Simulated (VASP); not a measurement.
# MoS2 in VASP: single point with PBE

Aim: the single point of MoS2 with PBE.

All numbers are computed with VASP 6.6.1; they aren't measurements. Logs are shortened: lines on timing, memory, paths and dates and some standing lists are left out, and cuts for length are marked.

### 1 The cell of the first run

The cell holds a slab with vacuum, 6 atoms: a = 3.185 Å, b = 3.185 Å, c = 21.671 Å, α = 90.00°, β = 90.00°, γ = 120.00°.

### 2 Single point, PBE

Input file INCAR:

```
PREC = Accurate
ENCUT = 520
EDIFF = 1E-6
ISMEAR = 0
SIGMA = 0.05
LREAL = False
LASPH = True
NELM = 60
ALGO = Normal
ISIF = 2
LWAVE = False
LCHARG = False
GGA = PE
NBANDS = 35
```

Input file KPOINTS:

```
regular mesh
0
Gamma
  9 9 2
```

Input file POSCAR:

```
MoS2
1.0
    3.1845414560      0.0000000000      0.0000000000
   -1.5922707280      2.7578938003      0.0000000000
    0.0000000000      0.0000000000     21.6705347200
Mo S
2 4
Direct
    0.6666666700      0.3333333300      0.1488397700
    0.3333333300      0.6666666700      0.8511602300
    0.3333333300      0.6666666700      0.2203746100
    0.6666666700      0.3333333300      0.9227490000
    0.3333333300      0.6666666700      0.0772510000
    0.6666666700      0.3333333300      0.7796253900
```

Potentials or basis: VASP PAW PBE potentials, release 64 (Mo_sv, S).

Started as:

```sh
cat potpaw_PBE.64/Mo_sv/POTCAR potpaw_PBE.64/S/POTCAR > POTCAR
mpirun -np 1 vasp_std > vasp.out
```

OUTCAR:

```text
PREC = Accurate
   ENCUT = 520
   EDIFF = 1E-6
   ISMEAR = 0
   LREAL = False
   LASPH = True
   NELM = 60
   ISIF = 2
   GGA = PE

 ion  position               nearest neighbor table
   1  0.667  0.333  0.149-   3 2.40   3 2.40   3 2.40   5 2.41   5 2.41   5 2.41
   2  0.333  0.667  0.851-   6 2.40   6 2.40   6 2.40   4 2.41   4 2.41   4 2.41
   3  0.333  0.667  0.220-   1 2.40   1 2.40   1 2.40
   4  0.667  0.333  0.923-   2 2.41   2 2.41   2 2.41
   5  0.333  0.667  0.077-   1 2.41   1 2.41   1 2.41
   6  0.667  0.333  0.780-   2 2.40   2 2.40   2 2.40

  LATTYP: Found a hexagonal cell.
 ALAT       =     3.1845414560
 C/A-ratio  =     6.8049152506

  Lattice vectors:

 A1 = (   3.1845414560,   0.0000000000,   0.0000000000)
 A2 = (  -1.5922707280,   2.7578938003,   0.0000000000)
 A3 = (   0.0000000000,   0.0000000000,  21.6705347200)

Analysis of symmetry for initial positions (statically):
=====================================================================
 Subroutine PRICEL returns:
 Original cell was already a primitive cell.

 Routine SETGRP: Setting up the symmetry group for a
 hexagonal supercell.

 Subroutine GETGRP returns: Found 12 space group operations
 (whereof 12 operations were pure point group operations)
 out of a pool of 24 trial point group operations.

The static configuration has the point symmetry D_3d.

Analysis of symmetry for dynamics (positions and initial velocities):
=====================================================================
 Subroutine PRICEL returns:
 Original cell was already a primitive cell.

 Routine SETGRP: Setting up the symmetry group for a
 hexagonal supercell.

 Subroutine GETGRP returns: Found 12 space group operations
 (whereof 12 operations were pure point group operations)
 out of a pool of 24 trial point group operations.

The dynamic configuration has the point symmetry D_3d.

 Subroutine INISYM returns: Found 12 space group operations
 (whereof 12 operations are pure point group operations),
 and found     1 'primitive' translations

----------------------------------------------------------------------------------------

                                     Primitive cell

  volume of cell :     190.3242

  direct lattice vectors                    reciprocal lattice vectors
     3.184541456  0.000000000  0.000000000     0.314016952  0.181297771  0.000000000
    -1.592270728  2.757893800  0.000000000     0.000000000  0.362595543  0.000000000
     0.000000000  0.000000000 21.670534720     0.000000000  0.000000000  0.046145608

  length of vectors
     3.184541456  3.184541456 21.670534720     0.362595543  0.362595543  0.046145608

  position of ions in fractional coordinates (direct lattice)
     0.666666670  0.333333330  0.148839770
     0.333333330  0.666666670  0.851160230
     0.333333330  0.666666670  0.220374610
     0.666666670  0.333333330  0.922749000
     0.333333330  0.666666670  0.077251000
     0.666666670  0.333333330  0.779625390

  ion indices of the primitive-cell ions
   primitive index   ion index
                 1           1
                 2           2
                 3           3
                 4           4
                 5           5
                 6           6

----------------------------------------------------------------------------------------

 KPOINTS: regular mesh

Automatic generation of k-mesh.
 Grid dimensions read from file:
 generate k-points for:    9    9    2

 Generating k-lattice:

  Cartesian coordinates                     Fractional coordinates (reciprocal lattice)
     0.034890772  0.020144197  0.000000000     0.111111111  0.000000000  0.000000000
     0.000000000  0.040288394  0.000000000     0.000000000  0.111111111  0.000000000
     0.000000000  0.000000000  0.023072804     0.000000000  0.000000000  0.500000000

  Length of vectors
     0.040288394  0.040288394  0.023072804

  Shift w.r.t. Gamma in fractional coordinates (k-lattice)
     0.000000000  0.000000000  0.000000000

 Subroutine IBZKPT returns following result:
 ===========================================

 Found     24 irreducible k-points:

 Following reciprocal coordinates:
            Coordinates               Weight
  0.000000  0.000000  0.000000      1.000000
  0.111111  0.000000  0.000000      6.000000
  0.222222  0.000000  0.000000      6.000000
  0.333333  0.000000  0.000000      6.000000
  0.444444  0.000000  0.000000      6.000000
  0.111111  0.111111  0.000000      6.000000
[... 16 lines left out ...]
  0.333333  0.222222  0.500000     12.000000
  0.333333  0.333333  0.500000      2.000000
   k-points           NKPTS =     24   k-points in BZ     NKDIM =     24   number of bands    NBANDS=     35
   number of dos      NEDOS =    301   number of ions     NIONS =      6
   total plane-waves  NPLWV =  93312
   dimension x,y,z NGX =    24 NGY =   24 NGZ =  162
   dimension x,y,z NGXF=    48 NGYF=   48 NGZF=  324
   ions per type =               2   4
   NGX,Y,Z   is equivalent  to a cutoff of  12.53, 12.53, 12.43 a.u.
   NGXF,Y,Z  is equivalent  to a cutoff of  25.06, 25.06, 24.86 a.u.
 SYSTEM =  unknown system
   PREC   = accura    normal or accurate (medium, high low for compatibility)
   ISTART =      0    job   : 0-new  1-cont  2-samecut
   ICHARG =      2    charge: 1-file 2-atom 10-const
   ISPIN  =      1    spin polarized calculation?
   LNONCOLLINEAR =      F non collinear calculations
   LSORBIT =      F    spin-orbit coupling
   LASPH  =      T    aspherical Exc in radial PAW
   ENCUT  =  520.0 eV  38.22 Ry    6.18 a.u.   5.92  5.92 40.29*2*pi/ulx,y,z
   NELM   =     60;   NELMIN=  2; NELMDL= -5     # of ELM steps
   EDIFF  = 0.1E-05   stopping-criterion for ELM
   LREAL  =      F    real-space projection
   EDIFFG = 0.1E-04   stopping-criterion for IOM
   NSW    =      0    number of steps for IOM
   IBRION =     -1    ionic relax: 0-MD 1-quasi-New 2-CG
   NFREE  =      0    steps in history (QN), initial steepest desc. (CG)
   ISIF   =      2    stress and relaxation
   ISYM   =      2    0-nonsym 1-usesym 2-fastsym
   POTIM  = 0.5000    time-step for ionic-motion
   TEBEG  =    0.0;   TEEND  =   0.0 temperature during run
   PSTRESS=    0.0 pullay stress
   NELECT =      52.0000    total number of electrons
   NUPDOWN=      -1.0000    fix difference up-down
   EMIN   =  10.00;   EMAX   =-10.00  energy-range for DOS
   EFERMI =   0.00;   METHOD = LEGACY
   ISMEAR =     0;   SIGMA  =   0.05  broadening in eV -4-tet -1-fermi 0-gaus
   EFERMI_NEDOS =   21; number of points for ismear=-14 and -15
   IALGO  =     38    algorithm
   IMIX   =      4    mixing-type and parameters
     AMIX     =   0.40;   BMIX     =  1.00
     AMIX_MAG =   1.60;   BMIX_MAG =  1.00
  volume/ion in A,a.u.               =      31.72       214.06
  Fermi-wavevector in a.u.,A,eV,Ry     =   1.062294  2.007444 15.353737  1.128468
  Thomas-Fermi vector in A             =   2.197739
   LORBIT       =      0    0 simple, 1 ext, 2 COOP (PROOUT), +10 PAW based schemes
   GGA     = PE    functional components
   LHFCALC =     F    Hartree Fock is set to
   AEXX    =    0.0000 exact exchange contribution
   IVDW    =     0    specifies the selected vdW correction
   LEPSILON=     F    determine dielectric tensor
   LRPA    =     F    only Hartree local field effects (RPA)
 non-spin polarized calculation
 Gauss-broadening in eV      SIGMA  =   0.05
  energy-cutoff  :      520.00
  volume of cell :      190.32
 maximum number of plane-waves:      5154
 NGX is ok and might be reduce to    24
   NGX = 11   NGY = 11   NGZ = 81

 number of electron      51.9999999 magnetization

 Free energy of the ion-electron system (eV)
  ---------------------------------------------------
  ext. energy  EPLUGINS =         0.00000000
  ---------------------------------------------------
  free energy    TOTEN  =       -43.68920004 eV

  energy without entropy =      -43.68920004  energy(sigma->0) =      -43.68920004

 E-fermi :   1.9746     XC(G=0):  -6.6155

 val. band max:        1.6215288207   @ k =   0.0000   0.0000   0.0000
 cond. band min:       2.8864232700   @ k =   0.3333   0.3333   0.0000
 fundamental gap:      1.2648944493
 Fermi energy:         1.9745736535

 k-point     1 :       0.0000    0.0000    0.0000
  band No.  band energies     occupation
      1     -59.6077      2.00000
      2     -59.6077      2.00000
      3     -33.7494      2.00000
      4     -33.7494      2.00000
      5     -33.5496      2.00000
      6     -33.5496      2.00000
[... 27 lines left out ...]
     34       4.3128      0.00000
     35       6.6227      0.00000

 k-point     2 :       0.1111    0.0000    0.0000
  band No.  band energies     occupation
      1     -59.6034      2.00000
      2     -59.6034      2.00000
      3     -33.7407      2.00000
      4     -33.7407      2.00000
      5     -33.5941      2.00000
      6     -33.5941      2.00000
[... 27 lines left out ...]
     34       4.3344      0.00000
     35       6.8970      0.00000

 k-point     3 :       0.2222    0.0000    0.0000
  band No.  band energies     occupation
      1     -59.5924      2.00000
      2     -59.5923      2.00000
      3     -33.7186      2.00000
      4     -33.7186      2.00000
      5     -33.7054      2.00000
      6     -33.7054      2.00000
[... 27 lines left out ...]
     34       4.9446      0.00000
     35       7.5818      0.00000
[... 723 lines left out ...]
 k-point    23 :       0.3333    0.2222    0.5000
  band No.  band energies     occupation
      1     -59.5679      2.00000
      2     -59.5679      2.00000
      3     -33.8656      2.00000
      4     -33.8656      2.00000
      5     -33.7227      2.00000
      6     -33.7227      2.00000
[... 27 lines left out ...]
     34       6.0306      0.00000
     35       8.2235      0.00000

 k-point    24 :       0.3333    0.3333    0.5000
  band No.  band energies     occupation
      1     -59.5657      2.00000
      2     -59.5657      2.00000
      3     -33.8297      2.00000
      4     -33.8297      2.00000
      5     -33.7858      2.00000
      6     -33.7858      2.00000
[... 27 lines left out ...]
     34       6.1371      0.00000
     35       8.1730      0.00000

------------------------ aborting loop because EDIFF is reached ----------------------------------------

  FORCE on cell =-STRESS in cart. coord.  units (eV):
  Direction    XX          YY          ZZ          XY          YZ          ZX
  --------------------------------------------------------------------------------------
  -------------------------------------------------------------------------------------
  Total        0.4746393      0.4746393      1.5232531     -0.0000000      0.0000000      0.0000000
  in kB        3.9955833      3.9955833     12.8229690     -0.0000000      0.0000000      0.0000000
  external PRESSURE =       6.9380452 kB  Pullay stress =       0.0000000 kB

 VOLUME and BASIS-vectors are now :
 -----------------------------------------------------------------------------
  energy-cutoff  :      520.00
  volume of cell :      190.32
      direct lattice vectors                 reciprocal lattice vectors
     3.184541456  0.000000000  0.000000000     0.314016952  0.181297771  0.000000000
    -1.592270728  2.757893800  0.000000000     0.000000000  0.362595543  0.000000000
     0.000000000  0.000000000 21.670534720     0.000000000  0.000000000  0.046145608

 POSITION                                       TOTAL-FORCE (eV/Angst)
 -----------------------------------------------------------------------------------
      1.59227      0.91930      3.22544        -0.000000      0.000000     -0.001179
     -0.00000      1.83860     18.44510         0.000000      0.000000      0.001179
     -0.00000      1.83860      4.77564         0.000000     -0.000000      0.221831
      1.59227      0.91930     19.99646         0.000000     -0.000000      0.161819
     -0.00000      1.83860      1.67407        -0.000000      0.000000     -0.161819
      1.59227      0.91930     16.89490        -0.000000      0.000000     -0.221831
 -----------------------------------------------------------------------------------
    total drift:                                0.000000     -0.000000      0.000000

  FREE ENERGIE OF THE ION-ELECTRON SYSTEM (eV)
  ---------------------------------------------------
  free  energy   TOTEN  =       -43.6892000355 eV

  energy  without entropy=      -43.6892000355  energy(sigma->0) =      -43.68920004
```

It took 4.9 min on 1 thread of AMD EPYC 7R43 (Zen 3), shared host; peak memory 0.31 GiB.

What came out:

```yaml
Free_energy: -43.6892 eV
Largest_force: 0.222 eV/Å
Band_gap_on_the_k_mesh: 1.26 eV (least direct gap 1.64 eV)
```

Forces in eV/Å, atoms in the order of the input:
```
Mo   0.000  0.000 -0.001
Mo   0.000  0.000  0.001
S    0.000  0.000  0.222
S    0.000  0.000  0.162
S    0.000  0.000 -0.162
S    0.000  0.000 -0.222
```

Caveat: there is no dipole correction, which matters where the two faces differ.
